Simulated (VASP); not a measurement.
# Nd3BeCl (P4/mmm) in VASP: relaxation of cell and atoms with PBE

Aim: the relaxation of cell and atoms of Nd3BeCl with PBE.

All numbers are computed with VASP 6.6.1; they aren't measurements. Logs are shortened: lines on timing, memory, paths and dates and some standing lists are left out, and cuts for length are marked.

## Step 1: The cell of the first run

The structure is tetragonal, space group P4/mmm (No. 123). Conventional cell: a = 5.652 Å, b = 5.652 Å, c = 5.529 Å, α = 90.00°, β = 90.00°, γ = 90.00°. Nd (site symmetry mmm) has 2 Be at 2.83 Å and 2 Cl at 2.83 Å within 3.7 Å. Nd (site symmetry 4/mmm) has 2 Be at 2.76 Å within 3.6 Å. Be (site symmetry 4/mmm) has 6 Nd at 2.76 to 2.83 Å within 3.6 Å. Within 3.7 Å of Cl (site symmetry 4/mmm) lie 4 Nd at 2.83 Å.

The cell was generated, and may not be a known phase.

## Step 2: Relaxation of cell and atoms, PBE

Input file INCAR:

```
PREC = Accurate
ENCUT = 600
EDIFF = 1E-7
ISMEAR = 0
SIGMA = 0.1
LREAL = F
LASPH = T
NELM = 200
ALGO = Normal
ISIF = 3
LWAVE = F
LCHARG = F
GGA = PE
IBRION = 2
NSW = 100
EDIFFG = -0.01
GGA_COMPAT = F
NELMIN = 4
LMAXMIX = 6
```

Input file KPOINTS:

```
regular mesh
0
Gamma
  8 8 8
```

Input file POSCAR:

```
Nd3BeCl
1.0
    5.6524805184      0.0000000000      0.0000000000
    0.0000000000      5.6524805184      0.0000000000
    0.0000000000      0.0000000000      5.5291841019
Nd Be Cl
3 1 1
Direct
    0.5000000000      0.0000000000      0.5000000000
    0.0000000000      0.5000000000      0.5000000000
    0.5000000000      0.5000000000      0.0000000000
    0.5000000000      0.5000000000      0.5000000000
    0.0000000000      0.0000000000      0.5000000000
```

Potentials or basis: VASP PAW PBE potentials, release 64 (Nd_3, Be, Cl), 4f in core.

Started as:

```console
cat potpaw_PBE.64/Nd_3/POTCAR potpaw_PBE.64/Be/POTCAR potpaw_PBE.64/Cl/POTCAR > POTCAR
mpirun -np 1 vasp_std > vasp.out
```

OUTCAR:

```text
PREC = Accurate
   ENCUT = 600
   EDIFF = 1E-7
   ISMEAR = 0
   LREAL = F
   LASPH = T
   NELM = 200
   ISIF = 3
   GGA = PE
   IBRION = 2
   NSW = 100
   EDIFFG = -0.01
   NELMIN = 4

 ion  position               nearest neighbor table
   1  0.500  0.000  0.500-   4 2.83   5 2.83   4 2.83   5 2.83
   2  0.000  0.500  0.500-   4 2.83   5 2.83   5 2.83   4 2.83
   3  0.500  0.500  0.000-   4 2.76   4 2.76
   4  0.500  0.500  0.500-   3 2.76   3 2.76   1 2.83   2 2.83   1 2.83   2 2.83
   5  0.000  0.000  0.500-   1 2.83   2 2.83   2 2.83   1 2.83

  LATTYP: Found a simple tetragonal cell.
 ALAT       =     5.6524805184
 C/A-ratio  =     0.9781872019

  Lattice vectors:

 A1 = (   5.6524805184,   0.0000000000,   0.0000000000)
 A2 = (   0.0000000000,   5.6524805184,   0.0000000000)
 A3 = (   0.0000000000,   0.0000000000,   5.5291841019)

Analysis of symmetry for initial positions (statically):
=====================================================================
 Subroutine PRICEL returns:
 Original cell was already a primitive cell.

 Routine SETGRP: Setting up the symmetry group for a
 simple tetragonal supercell.

 Subroutine GETGRP returns: Found 16 space group operations
 (whereof 16 operations were pure point group operations)
 out of a pool of 16 trial point group operations.

The static configuration has the point symmetry D_4h.

Analysis of symmetry for dynamics (positions and initial velocities):
=====================================================================
 Subroutine PRICEL returns:
 Original cell was already a primitive cell.

 Routine SETGRP: Setting up the symmetry group for a
 simple tetragonal supercell.

 Subroutine GETGRP returns: Found 16 space group operations
 (whereof 16 operations were pure point group operations)
 out of a pool of 16 trial point group operations.

The dynamic configuration has the point symmetry D_4h.

 Subroutine INISYM returns: Found 16 space group operations
 (whereof 16 operations are pure point group operations),
 and found     1 'primitive' translations

[... 160 lines left out ...]
  external PRESSURE =       1.0497364 kB  Pullay stress =       0.0000000 kB

 VOLUME and BASIS-vectors are now :
 -----------------------------------------------------------------------------
  energy-cutoff  :      600.00
  volume of cell :      176.66
      direct lattice vectors                 reciprocal lattice vectors
     5.652480518  0.000000000  0.000000000     0.176913480  0.000000000  0.000000000
     0.000000000  5.652480518  0.000000000     0.000000000  0.176913480  0.000000000
     0.000000000  0.000000000  5.529184102     0.000000000  0.000000000  0.180858510

 POSITION                                       TOTAL-FORCE (eV/Angst)
 -----------------------------------------------------------------------------------
      2.82624      0.00000      2.76459         0.000000      0.000000      0.000000
      0.00000      2.82624      2.76459         0.000000      0.000000      0.000000
      2.82624      2.82624      0.00000         0.000000      0.000000      0.000000
      2.82624      2.82624      2.76459         0.000000      0.000000      0.000000
      0.00000      0.00000      2.76459         0.000000      0.000000      0.000000
 -----------------------------------------------------------------------------------
    total drift:                                0.000000     -0.000000     -0.000000

  FREE ENERGIE OF THE ION-ELECTRON SYSTEM (eV)
  ---------------------------------------------------
  free  energy   TOTEN  =       -20.7040760024 eV

  energy  without entropy=      -20.6768625514  energy(sigma->0) =      -20.69046928

--------------------------------------- Ionic step        2  -------------------------------------------

 number of electron      42.0000001 magnetization

 Free energy of the ion-electron system (eV)
  ---------------------------------------------------
  ext. energy  EPLUGINS =         0.00000000
  ---------------------------------------------------
  free energy    TOTEN  =       -20.70426588 eV

  energy without entropy =      -20.67696542  energy(sigma->0) =      -20.69061565

 E-fermi :   2.4468     XC(G=0):  -8.3140

 val. band max:        2.4321614062   @ k =   0.0000   0.0000   0.5000
 cond. band min:       2.4473663827   @ k =   0.5000   0.2500   0.1250
 fundamental gap:      0.0152049765
 Fermi energy:         2.4467885247

 k-point     1 :       0.0000    0.0000    0.0000
  band No.  band energies     occupation
      1     -35.9098      2.00000
      2     -35.8294      2.00000
      3     -35.8052      2.00000
      4     -17.2535      2.00000
      5     -17.2535      2.00000
      6     -17.1551      2.00000
[... 661 lines left out ...]
     24       3.1319      0.00000
     25       3.4993      0.00000

 [... further k-points ...]

------------------------ aborting loop because EDIFF is reached ----------------------------------------

  FORCE on cell =-STRESS in cart. coord.  units (eV):
  Direction    XX          YY          ZZ          XY          YZ          ZX
  --------------------------------------------------------------------------------------
  -------------------------------------------------------------------------------------
  Total       -0.0344716     -0.0344716     -0.0181144      0.0000000      0.0000000      0.0000000
  in kB       -0.3115870     -0.3115870     -0.1637352      0.0000000      0.0000000      0.0000000
  external PRESSURE =      -0.2623031 kB  Pullay stress =       0.0000000 kB

 VOLUME and BASIS-vectors are now :
 -----------------------------------------------------------------------------
  energy-cutoff  :      600.00
  volume of cell :      177.25
      direct lattice vectors                 reciprocal lattice vectors
     5.661187295  0.000000000  0.000000000     0.176641391  0.000000000  0.000000000
     0.000000000  5.661187295  0.000000000     0.000000000  0.176641391 -0.000000000
     0.000000000  0.000000000  5.530675138     0.000000000 -0.000000000  0.180809752

 POSITION                                       TOTAL-FORCE (eV/Angst)
 -----------------------------------------------------------------------------------
      2.83059      0.00000      2.76534         0.000000      0.000000      0.000000
      0.00000      2.83059      2.76534         0.000000     -0.000000      0.000000
      2.83059      2.83059      0.00000         0.000000     -0.000000      0.000000
      2.83059      2.83059      2.76534         0.000000      0.000000      0.000000
      0.00000      0.00000      2.76534         0.000000      0.000000      0.000000
 -----------------------------------------------------------------------------------
    total drift:                                0.000000     -0.000000     -0.000000

  FREE ENERGIE OF THE ION-ELECTRON SYSTEM (eV)
  ---------------------------------------------------
  free  energy   TOTEN  =       -20.7042658807 eV

  energy  without entropy=      -20.6769654152  energy(sigma->0) =      -20.69061565

 reached required accuracy - stopping structural energy minimisation
```

It took 5.3 min on 1 thread of Intel Xeon 6975P-C (Granite Rapids), shared host; peak memory 0.58 GiB.

What came out:

```yaml
Free_energy: -20.7043 eV
Relaxed_volume: 35.45 Å³/atom
Relaxed_cell: a = 5.661 Å, b = 5.661 Å, c = 5.531 Å, α = 90.00°, β = 90.00°, γ = 90.00°
Space_group_after_relaxing_to_0.1_Å: P4/mmm (No. 123)
Energy_gained_by_relaxing: 0.0 meV/atom
Ionic_steps: 2
Pressure_after_relaxing: 0.0 GPa
Band_gap_on_the_k_mesh: zero (bands 21 and 22 overlap by 0.78 eV)
```

The path:
```tsv
step	energy change (eV)	largest force (eV/Å)	pressure (GPa)	volume (Å³)
1	0.0000	0.0000	0.10	176.66
2	-0.0002	0.0000	-0.03	177.25
```

Final structure:
```
Nd Be Cl
1.0
     5.66119    0.00000    0.00000
     0.00000    5.66119    0.00000
     0.00000    0.00000    5.53068
Nd Be Cl
3 1 1
Direct
  0.50000 0.00000 0.50000
  0.00000 0.50000 0.50000
  0.50000 0.50000 0.00000
  0.50000 0.50000 0.50000
  0.00000 0.00000 0.50000
```

Caveat: spin-orbit coupling is left out, which moves the levels of the heavy elements; the 4f electrons are frozen in the core, so they carry no moment and show no levels; the run has no spin polarisation, though such a crystal can be magnetic. Spin polarisation is off, so any magnetic state and its effect on volume and gap are missing.
